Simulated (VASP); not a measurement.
Crystal: NaCl.

```xyz
4
Lattice="3.8923 0.0000 0.0000 -1.9461 3.3708 0.0000 0.0000 0.0000 6.7368" Properties=species:S:1:pos:R:3 pbc="T T T"
Na    0.0000    0.0000    0.0000
Na    0.0000    0.0000    3.3684
Cl    0.0000    2.2472    1.6842
Cl    1.9461    1.1236    5.0526
```

Base run:

```yaml
Program: VASP 6.6.1
Functional: PBE
Potentials_or_basis: VASP PAW PBE potentials, release 64 (Na_pv, Cl)
Cutoff: 520 eV
k_mesh: 6 × 6 × 4
Occupations: gaussian, width 0.01 eV
Spin: no spin polarisation
```

Its results: band gap on the k mesh 5.07 eV; pressure 1.2 GPa.

Problem. The run is repeated on the same cell with these changes: functional from PBE to r2SCAN. What comes out?

Solution. Band gap on the k mesh 5.89 eV; pressure -0.2 GPa.

Caveats: the PAW data sets were made with another functional, which shifts forces and pressure a little (at least some runs).

A k mesh can miss the band edges.
